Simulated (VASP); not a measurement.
# Pd in VASP: single point with PBE

Aim: the single point of Pd with PBE.

Program: VASP 6.6.1. These are calculated values, not measurements. Logs are shortened: lines on timing, memory, paths and dates and some standing lists are left out, and cuts for length are marked.

## 1. The cell of the first run

The cell holds a slab with vacuum, 6 atoms: a = 2.789 Å, b = 2.789 Å, c = 25.860 Å, α = 90.00°, β = 90.00°, γ = 90.00°.

## 2. Single point, PBE

Contents of POSCAR:

```
Pd
1.0
    2.7888697454      0.0000000000      0.0000000000
    0.0000000000      2.7888697454      0.0000000000
    0.0000000000      0.0000000000     25.8601000000
Pd
6
Direct
    0.2500000000      0.2500000000      0.3093560438
    0.7500000000      0.7500000000      0.3856136263
    0.2500000000      0.2500000000      0.4618712088
    0.7500000000      0.7500000000      0.5381287912
    0.2500000000      0.2500000000      0.6143863737
    0.7500000000      0.7500000000      0.6906439562
```

Contents of INCAR.step1:

```
SYSTEM = Pd
PREC = Accurate
ENCUT = 520
EDIFF = 1E-6
ISMEAR = -1
SIGMA = 0.05
LREAL = .False.
LASPH = .True.
NELM = 80
ALGO = Normal
ISIF = 2
LWAVE = .False.
LCHARG = .True.
LMAXMIX = 4
LDIPOL = .True.
IDIPOL = 3
DIPOL = 0.5 0.5 0.500
GGA = PE
NBANDS = 39
```

Contents of KPOINTS.step1:

```
regular mesh
0
Gamma
  12 12 1
  0 0 0
```

Contents of INCAR.step2:

```
SYSTEM = Pd
PREC = Accurate
ENCUT = 520
EDIFF = 1E-6
ISMEAR = -5
SIGMA = 0.05
LREAL = .False.
LASPH = .True.
NELM = 80
ALGO = Normal
ISIF = 2
LWAVE = .False.
LCHARG = .False.
LMAXMIX = 4
LDIPOL = .True.
IDIPOL = 3
DIPOL = 0.5 0.5 0.500
GGA = PE
LORBIT = 10
NEDOS = 1001
ICHARG = 11
```

Contents of KPOINTS.step2:

```
regular mesh
0
Gamma
  18 18 1
  0 0 0
```

Potentials or basis: VASP PAW PBE potentials, release 64 (Pd).

Started as:

```sh
$ cat potpaw_PBE.64/Pd/POTCAR > POTCAR
$ cp INCAR.step1 INCAR
$ cp KPOINTS.step1 KPOINTS
$ mpirun -np 1 vasp_std > vasp.out
$ cp INCAR.step2 INCAR
$ cp KPOINTS.step2 KPOINTS
$ mpirun -np 1 vasp_std > vasp.out
```

OUTCAR:

```text
SYSTEM = Pd
   PREC = Accurate
   ENCUT = 520
   EDIFF = 1E-6
   ISMEAR = -5
   LREAL = .False.
   LASPH = .True.
   NELM = 80
   ISIF = 2
   GGA = PE
   LORBIT = 10
   ICHARG = 11

 ion  position               nearest neighbor table
   1  0.250  0.250  0.309-   2 2.79   2 2.79   2 2.79   2 2.79
   2  0.750  0.750  0.386-   1 2.79   3 2.79   1 2.79   3 2.79   1 2.79   3 2.79   1 2.79   3 2.79

   3  0.250  0.250  0.462-   4 2.79   4 2.79   4 2.79   4 2.79   2 2.79   2 2.79   2 2.79   2 2.79

   4  0.750  0.750  0.538-   3 2.79   3 2.79   3 2.79   3 2.79   5 2.79   5 2.79   5 2.79   5 2.79

   5  0.250  0.250  0.614-   4 2.79   6 2.79   4 2.79   6 2.79   4 2.79   6 2.79   4 2.79   6 2.79

   6  0.750  0.750  0.691-   5 2.79   5 2.79   5 2.79   5 2.79

  LATTYP: Found a simple tetragonal cell.
 ALAT       =     2.7888697454
 C/A-ratio  =     9.2726094658

  Lattice vectors:

 A1 = (   2.7888697454,   0.0000000000,   0.0000000000)
 A2 = (   0.0000000000,   2.7888697454,   0.0000000000)
 A3 = (   0.0000000000,   0.0000000000,  25.8601000000)

Analysis of symmetry for initial positions (statically):
=====================================================================
 Subroutine PRICEL returns:
 Original cell was already a primitive cell.

 Routine SETGRP: Setting up the symmetry group for a
 simple tetragonal supercell.

 Subroutine GETGRP returns: Found 16 space group operations
 (whereof  4 operations were pure point group operations)
 out of a pool of 16 trial point group operations.

The static configuration has the point symmetry C_2h.
 The point group associated with its full space group is D_4h.

Analysis of symmetry for dynamics (positions and initial velocities):
=====================================================================
 Subroutine PRICEL returns:
 Original cell was already a primitive cell.

 Routine SETGRP: Setting up the symmetry group for a
 simple tetragonal supercell.

 Subroutine GETGRP returns: Found 16 space group operations
 (whereof  4 operations were pure point group operations)
 out of a pool of 16 trial point group operations.

The dynamic configuration has the point symmetry C_2h.
 The point group associated with its full space group is D_4h.

 Subroutine INISYM returns: Found 16 space group operations
 (whereof  4 operations are pure point group operations),
 and found     1 'primitive' translations

----------------------------------------------------------------------------------------

                                     Primitive cell

  volume of cell :     201.1345

  direct lattice vectors                    reciprocal lattice vectors
     2.788869745  0.000000000  0.000000000     0.358568198  0.000000000  0.000000000
     0.000000000  2.788869745  0.000000000     0.000000000  0.358568198  0.000000000
     0.000000000  0.000000000 25.860100000     0.000000000  0.000000000  0.038669611

  length of vectors
     2.788869745  2.788869745 25.860100000     0.358568198  0.358568198  0.038669611

  position of ions in fractional coordinates (direct lattice)
     0.250000000  0.250000000  0.309356044
     0.750000000  0.750000000  0.385613626
     0.250000000  0.250000000  0.461871209
     0.750000000  0.750000000  0.538128791
     0.250000000  0.250000000  0.614386374
     0.750000000  0.750000000  0.690643956

  ion indices of the primitive-cell ions
   primitive index   ion index
                 1           1
                 2           2
                 3           3
                 4           4
                 5           5
                 6           6

----------------------------------------------------------------------------------------

 KPOINTS: regular mesh

Automatic generation of k-mesh.
 Grid dimensions read from file:
 generate k-points for:   18   18    1

 Generating k-lattice:

  Cartesian coordinates                     Fractional coordinates (reciprocal lattice)
     0.019920455  0.000000000  0.000000000     0.055555556  0.000000000  0.000000000
     0.000000000  0.019920455  0.000000000     0.000000000  0.055555556  0.000000000
     0.000000000  0.000000000  0.038669611     0.000000000  0.000000000  1.000000000

  Length of vectors
     0.019920455  0.019920455  0.038669611

  Shift w.r.t. Gamma in fractional coordinates (k-lattice)
     0.000000000  0.000000000  0.000000000

 TETIRR: Found    495 inequivalent tetrahedra from     1944

 Subroutine IBZKPT returns following result:
 ===========================================

 Found     55 irreducible k-points:

 Following reciprocal coordinates:
            Coordinates               Weight
  0.000000  0.000000  0.000000      1.000000
  0.055556  0.000000  0.000000      4.000000
  0.111111  0.000000  0.000000      4.000000
  0.166667  0.000000  0.000000      4.000000
  0.222222  0.000000  0.000000      4.000000
  0.277778  0.000000  0.000000      4.000000
[... 16 lines left out ...]
  0.277778  0.111111  0.000000      8.000000
  0.333333  0.111111  0.000000      8.000000
 [... further k-points ...]
   k-points           NKPTS =     55   k-points in BZ     NKDIM =     55   number of bands    NBANDS=     36
   number of dos      NEDOS =   1001   number of ions     NIONS =      6
   total plane-waves  NPLWV = 110592
   dimension x,y,z NGX =    24 NGY =   24 NGZ =  192
   dimension x,y,z NGXF=    48 NGYF=   48 NGZF=  384
   ions per type =               6
   NGX,Y,Z   is equivalent  to a cutoff of  14.31, 14.31, 12.34 a.u.
   NGXF,Y,Z  is equivalent  to a cutoff of  28.61, 28.61, 24.69 a.u.
 SYSTEM =  Pd
   PREC   = accura    normal or accurate (medium, high low for compatibility)
   ISTART =      0    job   : 0-new  1-cont  2-samecut
   ICHARG =     11    charge: 1-file 2-atom 10-const
   ISPIN  =      1    spin polarized calculation?
   LNONCOLLINEAR =      F non collinear calculations
   LSORBIT =      F    spin-orbit coupling
   LASPH  =      T    aspherical Exc in radial PAW
   ENCUT  =  520.0 eV  38.22 Ry    6.18 a.u.   5.19  5.19 48.08*2*pi/ulx,y,z
   NELM   =     80;   NELMIN=  2; NELMDL=  0     # of ELM steps
   EDIFF  = 0.1E-05   stopping-criterion for ELM
   LREAL  =      F    real-space projection
   EDIFFG = 0.1E-04   stopping-criterion for IOM
   NSW    =      0    number of steps for IOM
   IBRION =     -1    ionic relax: 0-MD 1-quasi-New 2-CG
   NFREE  =      0    steps in history (QN), initial steepest desc. (CG)
   ISIF   =      2    stress and relaxation
   ISYM   =      2    0-nonsym 1-usesym 2-fastsym
   POTIM  = 0.5000    time-step for ionic-motion
   TEBEG  =    0.0;   TEEND  =   0.0 temperature during run
   PSTRESS=    0.0 pullay stress
   NELECT =      60.0000    total number of electrons
   NUPDOWN=      -1.0000    fix difference up-down
   EMIN   =  10.00;   EMAX   =-10.00  energy-range for DOS
   EFERMI =   0.00;   METHOD = LEGACY
   ISMEAR =    -5;   SIGMA  =   0.05  broadening in eV -4-tet -1-fermi 0-gaus
   EFERMI_NEDOS =   21; number of points for ismear=-14 and -15
   IALGO  =     38    algorithm
   IMIX   =      4    mixing-type and parameters
     AMIX     =   0.40;   BMIX     =  1.00
     AMIX_MAG =   1.60;   BMIX_MAG =  1.00
  volume/ion in A,a.u.               =      33.52       226.22
  Fermi-wavevector in a.u.,A,eV,Ry     =   1.093863  2.067102 16.279871  1.196537
  Thomas-Fermi vector in A             =   2.230157
   LORBIT       =     10    0 simple, 1 ext, 2 COOP (PROOUT), +10 PAW based schemes
   GGA     = PE    functional components
   LHFCALC =     F    Hartree Fock is set to
   AEXX    =    0.0000 exact exchange contribution
   IVDW    =     0    specifies the selected vdW correction
   LEPSILON=     F    determine dielectric tensor
   LRPA    =     F    only Hartree local field effects (RPA)
 non-spin polarized calculation
 Fermi weights with tetrahedron method with Bloechl corrections
  energy-cutoff  :      520.00
  volume of cell :      201.13
 maximum number of plane-waves:      5473
 NGX is ok and might be reduce to    24

 number of electron      60.0000016 magnetization

 dipolmoment           0.000000      0.000000      0.000000 electrons x Angstroem

 Free energy of the ion-electron system (eV)
  ---------------------------------------------------
  ext. energy  EPLUGINS =         0.00000000
  ---------------------------------------------------
  free energy    TOTEN  =       -29.81656525 eV

  energy without entropy =      -29.81656525  energy(sigma->0) =      -29.81656525

 E-fermi :   1.4114     XC(G=0):  -6.6199

 val. band max:        1.4204278325   @ k =   0.5000   0.1667   0.0000
 cond. band min:       1.3930751369   @ k =   0.3333   0.1667   0.0000
 fundamental gap:     -0.0273526956
 Fermi energy:         1.4113768411

 k-point     1 :       0.0000    0.0000    0.0000
  band No.  band energies     occupation
      1      -5.1131      2.00000
      2      -4.3039      2.00000
      3      -3.4963      2.00000
      4      -3.3993      2.00000
      5      -3.2475      2.00000
      6      -2.9422      2.00000
[... 28 lines left out ...]
     35       1.7324      0.00000
     36       3.2830      0.00000

 k-point     2 :       0.0556    0.0000    0.0000
  band No.  band energies     occupation
      1      -5.0428      2.00000
      2      -4.2408      2.00000
      3      -3.4504      2.00000
      4      -3.3458      2.00000
      5      -3.2070      2.00000
      6      -2.8987      2.00000
[... 28 lines left out ...]
     35       1.9892      0.00000
     36       3.4810      0.00000

 k-point     3 :       0.1111    0.0000    0.0000
  band No.  band energies     occupation
      1      -4.8377      2.00000
      2      -4.0631      2.00000
      3      -3.3337      2.00000
      4      -3.2160      2.00000
      5      -3.0728      2.00000
      6      -2.8100      2.00000
[... 28 lines left out ...]
     35       2.4419      0.00000
     36       3.9551      0.00000

 k-point     4 :       0.1667    0.0000    0.0000
  band No.  band energies     occupation
      1      -4.5162      2.00000
      2      -3.8108      2.00000
      3      -3.1878      2.00000
      4      -3.0962      2.00000
      5      -2.8303      2.00000
      6      -2.6872      2.00000
[... 28 lines left out ...]
     35       2.9644      0.00000
     36       4.5530      0.00000

 k-point     5 :       0.2222    0.0000    0.0000
  band No.  band energies     occupation
      1      -4.1137      2.00000
      2      -3.5576      2.00000
      3      -3.0504      2.00000
      4      -3.0331      2.00000
      5      -2.5767      2.00000
      6      -2.5639      2.00000
[... 655 lines left out ...]
 k-point    22 :       0.2222    0.1111    0.0000
  band No.  band energies     occupation
      1      -3.8665      2.00000
      2      -3.2964      2.00000
      3      -2.8109      2.00000
      4      -2.7749      2.00000
      5      -2.4466      2.00000
      6      -2.3449      2.00000
[... 28 lines left out ...]
     35       3.9602      0.00000
     36       5.5770      0.00000

 k-point    23 :       0.2778    0.1111    0.0000
  band No.  band energies     occupation
      1      -3.4703      2.00000
      2      -3.1404      2.00000
      3      -2.8196      2.00000
      4      -2.6583      2.00000
      5      -2.3740      2.00000
      6      -2.2641      2.00000
[... 28 lines left out ...]
     35       4.5026      0.00000
     36       6.1958      0.00000

 k-point    24 :       0.3333    0.1111    0.0000
  band No.  band energies     occupation
      1      -3.1874      2.00000
      2      -3.1089      2.00000
      3      -2.8493      2.00000
      4      -2.6134      2.00000
      5      -2.3124      2.00000
      6      -2.2063      2.00000
[... 28 lines left out ...]
     35       5.0329      0.00000
     36       6.7224      0.00000

 [... further k-points ...]

------------------------ aborting loop because EDIFF is reached ----------------------------------------

 vacuum level on the upper side and lower side of the slab       (xc-potential included)        -0.118        -0.118

  FORCE on cell =-STRESS in cart. coord.  units (eV):
  Direction    XX          YY          ZZ          XY          YZ          ZX
  --------------------------------------------------------------------------------------
  -------------------------------------------------------------------------------------
  Total       -2.2655037     -2.2655037     -0.7294910     -0.0000000     -0.0000000      0.0000000
  in kB      -18.0463220    -18.0463220     -5.8109062     -0.0000000     -0.0000000      0.0000000
  external PRESSURE =     -13.9678501 kB  Pullay stress =       0.0000000 kB

 VOLUME and BASIS-vectors are now :
 -----------------------------------------------------------------------------
  energy-cutoff  :      520.00
  volume of cell :      201.13
      direct lattice vectors                 reciprocal lattice vectors
     2.788869745  0.000000000  0.000000000     0.358568198  0.000000000  0.000000000
     0.000000000  2.788869745  0.000000000     0.000000000  0.358568198  0.000000000
     0.000000000  0.000000000 25.860100000     0.000000000  0.000000000  0.038669611

 POSITION                                       TOTAL-FORCE (eV/Angst)
 -----------------------------------------------------------------------------------
      0.69722      0.69722      7.99998        -0.000000     -0.000000      0.155435
      2.09165      2.09165      9.97201         0.000000     -0.000000     -0.062747
      0.69722      0.69722     11.94404        -0.000000     -0.000000     -0.015210
      2.09165      2.09165     13.91606         0.000000     -0.000000      0.015210
      0.69722      0.69722     15.88809         0.000000     -0.000000      0.062747
      2.09165      2.09165     17.86012         0.000000      0.000000     -0.155435
 -----------------------------------------------------------------------------------
    total drift:                                0.000000      0.000000      0.000000

  FREE ENERGIE OF THE ION-ELECTRON SYSTEM (eV)
  ---------------------------------------------------
  free  energy   TOTEN  =       -29.8165652472 eV

  energy  without entropy=      -29.8165652472  energy(sigma->0) =      -29.81656525

 vacuum level on the upper side and lower side of the slab         6.391         6.391

 total charge

# of ion       s       p       d       tot
------------------------------------------
    1        0.424   0.278   8.511   9.213
    2        0.462   0.435   8.444   9.341
    3        0.471   0.437   8.464   9.371
    4        0.471   0.437   8.464   9.371
    5        0.462   0.435   8.444   9.341
    6        0.424   0.278   8.511   9.213
--------------------------------------------------
tot          2.715   2.300  50.837  55.852
```

Wall time 6.5 min (1 thread of Intel Xeon Platinum 8488C (Sapphire Rapids), shared host); peak memory 0.47 GiB.

Results:

| Quantity | Value |
| --- | --- |
| Valence electrons inside the program's atomic spheres | Pd 9.21, 9.34, 9.37 (each value once) |
